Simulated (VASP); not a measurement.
# SiC (gw) (F-43m) in VASP: single point with PBE

Aim: the single point of SiC (gw) with PBE.

Program: VASP 6.6.1. These are calculated values, not measurements. Logs are shortened: lines on timing, memory, paths and dates and some standing lists are left out, and cuts for length are marked.

## Step 1: The cell of the first run

Symmetry: F-43m, No. 216, cubic system. The conventional cell has a = 4.380 Å, b = 4.380 Å, c = 4.380 Å, α = 90.00°, β = 90.00°, γ = 90.00°. Within 2.5 Å of Si (site symmetry -43m) lie 4 C at 1.90 Å. C (site symmetry -43m) has 4 Si at 1.90 Å within 2.5 Å.

## Step 2: Single point, PBE

Contents of INCAR:

```
SYSTEM = SiC
ALGO     = Normal         ! electronic algorithm
EDIFF    = 1E-6           ! SCF threshold, eV
ENCUT    = 600            ! plane-wave cutoff, eV
GGA      = PE             ! functional
GGA_COMPAT= .False.      
ISIF     = 2              ! what is computed and relaxed
ISMEAR   = 0              ! smearing method
LASPH    = .True.         ! aspherical terms in the spheres
LCHARG   = .False.        ! write CHGCAR
LREAL    = .False.        ! projectors in reciprocal space
LWAVE    = .False.        ! write WAVECAR
NBANDS   = 11             ! bands
NELM     = 120            ! most SCF steps
PREC     = Accurate       ! precision mode
SIGMA    = 0.01           ! smearing width, eV
```

Contents of KPOINTS:

```
k-points
0
Gamma
  6 6 6
  0 0 0
```

Contents of POSCAR:

```
SiC
1.0
    0.0000000000      2.1898716730      2.1898716730
    2.1898716730      0.0000000000      2.1898716730
    2.1898716730      2.1898716730      0.0000000000
Si C
1 1
Direct
    0.7500000000      0.7500000000      0.7500000000
    0.0000000000      0.0000000000      0.0000000000
```

Potentials or basis: VASP PAW PBE potentials, release 64 (Si, C).

Run with:

```bash
$ cat potpaw_PBE.64/Si/POTCAR potpaw_PBE.64/C/POTCAR > POTCAR
$ mpirun -np 1 vasp_std > vasp.out
```

OUTCAR:

```text
SYSTEM = SiC
   EDIFF = 1E-6
   ENCUT = 600
   GGA = PE
   ISIF = 2
   ISMEAR = 0
   LASPH = .True.
   LREAL = .False.
   NELM = 120
   PREC = Accurate

 ion  position               nearest neighbor table
   1  0.750  0.750  0.750-   2 1.90   2 1.90   2 1.90   2 1.90
   2  0.000  0.000  0.000-   1 1.90   1 1.90   1 1.90   1 1.90

  LATTYP: Found a face centered cubic cell.
 ALAT       =     4.3797433460

  Lattice vectors:

 A1 = (   0.0000000000,   2.1898716730,   2.1898716730)
 A2 = (   2.1898716730,   0.0000000000,   2.1898716730)
 A3 = (   2.1898716730,   2.1898716730,   0.0000000000)

Analysis of symmetry for initial positions (statically):
=====================================================================
 Subroutine PRICEL returns:
 Original cell was already a primitive cell.

 Routine SETGRP: Setting up the symmetry group for a
 face centered cubic supercell.

 Subroutine GETGRP returns: Found 24 space group operations
 (whereof 24 operations were pure point group operations)
 out of a pool of 48 trial point group operations.

The static configuration has the point symmetry T_d .

Analysis of symmetry for dynamics (positions and initial velocities):
=====================================================================
 Subroutine PRICEL returns:
 Original cell was already a primitive cell.

 Routine SETGRP: Setting up the symmetry group for a
 face centered cubic supercell.

 Subroutine GETGRP returns: Found 24 space group operations
 (whereof 24 operations were pure point group operations)
 out of a pool of 48 trial point group operations.

The dynamic configuration has the point symmetry T_d .

 Subroutine INISYM returns: Found 24 space group operations
 (whereof 24 operations are pure point group operations),
 and found     1 'primitive' translations

----------------------------------------------------------------------------------------

                                     Primitive cell

  volume of cell :      21.0032

  direct lattice vectors                    reciprocal lattice vectors
     0.000000000  2.189871673  2.189871673    -0.228323881  0.228323881  0.228323881
     2.189871673  0.000000000  2.189871673     0.228323881 -0.228323881  0.228323881
     2.189871673  2.189871673  0.000000000     0.228323881  0.228323881 -0.228323881

  length of vectors
     3.096946220  3.096946220  3.096946220     0.395468563  0.395468563  0.395468563

  position of ions in fractional coordinates (direct lattice)
     0.750000000  0.750000000  0.750000000
     0.000000000  0.000000000  0.000000000

  ion indices of the primitive-cell ions
   primitive index   ion index
                 1           1
                 2           2

----------------------------------------------------------------------------------------

 KPOINTS: k-points

Automatic generation of k-mesh.
 Grid dimensions read from file:
 generate k-points for:    6    6    6

 Generating k-lattice:

  Cartesian coordinates                     Fractional coordinates (reciprocal lattice)
    -0.038053980  0.038053980  0.038053980     0.166666667  0.000000000  0.000000000
     0.038053980 -0.038053980  0.038053980     0.000000000  0.166666667  0.000000000
     0.038053980  0.038053980 -0.038053980     0.000000000  0.000000000  0.166666667

  Length of vectors
     0.065911427  0.065911427  0.065911427

  Shift w.r.t. Gamma in fractional coordinates (k-lattice)
     0.000000000  0.000000000  0.000000000

 Subroutine IBZKPT returns following result:
 ===========================================

 Found     16 irreducible k-points:

 Following reciprocal coordinates:
            Coordinates               Weight
  0.000000  0.000000  0.000000      1.000000
  0.166667  0.000000  0.000000      8.000000
  0.333333  0.000000  0.000000      8.000000
  0.500000  0.000000  0.000000      4.000000
  0.166667  0.166667  0.000000      6.000000
  0.333333  0.166667  0.000000     24.000000
[... 8 lines left out ...]
 -0.333333  0.333333  0.166667     24.000000
 -0.333333  0.500000  0.166667     12.000000
   k-points           NKPTS =     16   k-points in BZ     NKDIM =     16   number of bands    NBANDS=     11
   number of dos      NEDOS =    301   number of ions     NIONS =      2
   total plane-waves  NPLWV =  21952
   dimension x,y,z NGX =    28 NGY =   28 NGZ =   28
   dimension x,y,z NGXF=    56 NGYF=   56 NGZF=   56
   ions per type =               1   1
   NGX,Y,Z   is equivalent  to a cutoff of  15.03, 15.03, 15.03 a.u.
   NGXF,Y,Z  is equivalent  to a cutoff of  30.06, 30.06, 30.06 a.u.
 SYSTEM =  SiC
   PREC   = accura    normal or accurate (medium, high low for compatibility)
   ISTART =      0    job   : 0-new  1-cont  2-samecut
   ICHARG =      2    charge: 1-file 2-atom 10-const
   ISPIN  =      1    spin polarized calculation?
   LNONCOLLINEAR =      F non collinear calculations
   LSORBIT =      F    spin-orbit coupling
   LASPH  =      T    aspherical Exc in radial PAW
   ENCUT  =  600.0 eV  44.10 Ry    6.64 a.u.   6.19  6.19  6.19*2*pi/ulx,y,z
   NELM   =    120;   NELMIN=  2; NELMDL= -5     # of ELM steps
   EDIFF  = 0.1E-05   stopping-criterion for ELM
   LREAL  =      F    real-space projection
   EDIFFG = 0.1E-04   stopping-criterion for IOM
   NSW    =      0    number of steps for IOM
   IBRION =     -1    ionic relax: 0-MD 1-quasi-New 2-CG
   NFREE  =      0    steps in history (QN), initial steepest desc. (CG)
   ISIF   =      2    stress and relaxation
   ISYM   =      2    0-nonsym 1-usesym 2-fastsym
   POTIM  = 0.5000    time-step for ionic-motion
   TEBEG  =    0.0;   TEEND  =   0.0 temperature during run
   PSTRESS=    0.0 pullay stress
   NELECT =       8.0000    total number of electrons
   NUPDOWN=      -1.0000    fix difference up-down
   EMIN   =  10.00;   EMAX   =-10.00  energy-range for DOS
   EFERMI =   0.00;   METHOD = LEGACY
   ISMEAR =     0;   SIGMA  =   0.01  broadening in eV -4-tet -1-fermi 0-gaus
   EFERMI_NEDOS =   21; number of points for ismear=-14 and -15
   IALGO  =     38    algorithm
   IMIX   =      4    mixing-type and parameters
     AMIX     =   0.40;   BMIX     =  1.00
     AMIX_MAG =   1.60;   BMIX_MAG =  1.00
  volume/ion in A,a.u.               =      10.50        70.87
  Fermi-wavevector in a.u.,A,eV,Ry     =   1.186705  2.242548 19.160665  1.408269
  Thomas-Fermi vector in A             =   2.322872
   LORBIT       =      0    0 simple, 1 ext, 2 COOP (PROOUT), +10 PAW based schemes
   GGA     = PE    functional components
   LHFCALC =     F    Hartree Fock is set to
   AEXX    =    0.0000 exact exchange contribution
   IVDW    =     0    specifies the selected vdW correction
   LEPSILON=     F    determine dielectric tensor
   LRPA    =     F    only Hartree local field effects (RPA)
 non-spin polarized calculation
 Gauss-broadening in eV      SIGMA  =   0.01
  energy-cutoff  :      600.00
  volume of cell :       21.00
 maximum number of plane-waves:       725
 NGX is ok and might be reduce to    28
   NGX = 13   NGY = 13   NGZ = 13

 number of electron       8.0000000 magnetization

 Free energy of the ion-electron system (eV)
  ---------------------------------------------------
  ext. energy  EPLUGINS =         0.00000000
  ---------------------------------------------------
  free energy    TOTEN  =       -15.05159559 eV

  energy without entropy =      -15.05159559  energy(sigma->0) =      -15.05159559

 E-fermi :   8.0697     XC(G=0): -11.2891

 val. band max:        7.9470853609   @ k =   0.0000   0.0000   0.0000
 cond. band min:       9.3121168153   @ k =   0.5000   0.5000   0.0000
 fundamental gap:      1.3650314545
 Fermi energy:         8.0697284075

 k-point     1 :       0.0000    0.0000    0.0000
  band No.  band energies     occupation
      1      -7.3427      2.00000
      2       7.9471      2.00000
      3       7.9471      2.00000
      4       7.9471      2.00000
      5      14.0045      0.00000
      6      15.1457      0.00000
      7      15.1457      0.00000
      8      15.1457      0.00000
      9      22.3611      0.00000
     10      22.3611      0.00000
     11      24.1920      0.00000

 k-point     2 :       0.1667    0.0000    0.0000
  band No.  band energies     occupation
      1      -6.8097      2.00000
      2       5.5854      2.00000
      3       7.6181      2.00000
      4       7.6181      2.00000
      5      14.1511      0.00000
      6      15.6622      0.00000
      7      15.6622      0.00000
      8      16.1597      0.00000
      9      20.8466      0.00000
     10      20.8466      0.00000
     11      23.4896      0.00000

 k-point     3 :       0.3333    0.0000    0.0000
  band No.  band energies     occupation
      1      -5.3030      2.00000
      2       1.8163      2.00000
      3       7.1059      2.00000
      4       7.1059      2.00000
      5      13.4969      0.00000
      6      15.5095      0.00000
      7      15.5095      0.00000
      8      17.7540      0.00000
      9      22.1155      0.00000
     10      22.1155      0.00000
     11      23.0508      0.00000

 k-point     4 :       0.5000    0.0000    0.0000
  band No.  band energies     occupation
      1      -3.8302      2.00000
      2      -0.5097      2.00000
      3       6.8980      2.00000
      4       6.8980      2.00000
      5      13.2427      0.00000
      6      15.1080      0.00000
      7      15.1080      0.00000
      8      17.9158      0.00000
      9      23.9640      0.00000
     10      25.0198      0.00000
     11      25.0198      0.00000

 k-point     5 :       0.1667    0.1667    0.0000
  band No.  band energies     occupation
      1      -6.6316      2.00000
      2       6.1448      2.00000
      3       6.8485      2.00000
      4       6.8485      2.00000
      5      13.4073      0.00000
      6      15.1518      0.00000
      7      16.8643      0.00000
      8      16.8643      0.00000
      9      18.6994      0.00000
     10      23.1659      0.00000
     11      26.5320      0.00000
[... 99 lines left out ...]
 k-point    13 :       0.5000    0.5000    0.0000
  band No.  band energies     occupation
      1      -2.3932      2.00000
      2       0.1954      2.00000
      3       4.7890      2.00000
      4       4.7890      2.00000
      5       9.3121      0.00000
      6      12.2124      0.00000
      7      21.8045      0.00000
      8      21.8045      0.00000
      9      22.5350      0.00000
     10      27.9029      0.00000
     11      29.8977      0.00000

 k-point    14 :       0.5000    0.3333    0.1667
  band No.  band energies     occupation
      1      -4.0365      2.00000
      2       2.0183      2.00000
      3       3.8852      2.00000
      4       5.5502      2.00000
      5      12.8116      0.00000
      6      15.6012      0.00000
      7      16.4045      0.00000
      8      19.4836      0.00000
      9      21.1120      0.00000
     10      24.5891      0.00000
     11      28.3344      0.00000

 k-point    15 :      -0.3333    0.3333    0.1667
  band No.  band energies     occupation
      1      -2.7604      2.00000
      2       0.6228      2.00000
      3       3.2747      2.00000
      4       4.8606      2.00000
      5      13.0407      0.00000
      6      15.7271      0.00000
      7      18.1077      0.00000
      8      19.1461      0.00000
      9      20.6826      0.00000
     10      24.2674      0.00000
     11      28.8601      0.00000

 k-point    16 :      -0.3333    0.5000    0.1667
  band No.  band energies     occupation
      1      -2.2294      2.00000
      2       0.6901      2.00000
      3       3.4927      2.00000
      4       3.6150      2.00000
      5      11.9205      0.00000
      6      14.9489      0.00000
      7      18.6462      0.00000
      8      20.0046      0.00000
      9      21.9487      0.00000
     10      25.5073      0.00000
     11      28.8226      0.00000

------------------------ aborting loop because EDIFF is reached ----------------------------------------

  FORCE on cell =-STRESS in cart. coord.  units (eV):
  Direction    XX          YY          ZZ          XY          YZ          ZX
  --------------------------------------------------------------------------------------
  -------------------------------------------------------------------------------------
  Total       -0.0192303     -0.0192303     -0.0192303      0.0000000      0.0000000     -0.0000000
  in kB       -1.4669364     -1.4669364     -1.4669364      0.0000000      0.0000000     -0.0000000
  external PRESSURE =      -1.4669364 kB  Pullay stress =       0.0000000 kB

 VOLUME and BASIS-vectors are now :
 -----------------------------------------------------------------------------
  energy-cutoff  :      600.00
  volume of cell :       21.00
      direct lattice vectors                 reciprocal lattice vectors
     0.000000000  2.189871673  2.189871673    -0.228323881  0.228323881  0.228323881
     2.189871673  0.000000000  2.189871673     0.228323881 -0.228323881  0.228323881
     2.189871673  2.189871673  0.000000000     0.228323881  0.228323881 -0.228323881

 POSITION                                       TOTAL-FORCE (eV/Angst)
 -----------------------------------------------------------------------------------
      3.28481      3.28481      3.28481         0.000000     -0.000000     -0.000000
      0.00000      0.00000      0.00000        -0.000000      0.000000      0.000000
 -----------------------------------------------------------------------------------
    total drift:                               -0.000000     -0.000000     -0.000000

  FREE ENERGIE OF THE ION-ELECTRON SYSTEM (eV)
  ---------------------------------------------------
  free  energy   TOTEN  =       -15.0515955886 eV

  energy  without entropy=      -15.0515955886  energy(sigma->0) =      -15.05159559
```

It used 8.4 s of CPU time on 1 thread of AMD EPYC 7R13 Processor (Zen 3), on a shared host.

Results:

```
Free energy            : -15.0516 eV
Pressure               : -0.1 GPa
Band gap on the k mesh : 1.36 eV, indirect (least direct gap 4.52 eV)
```
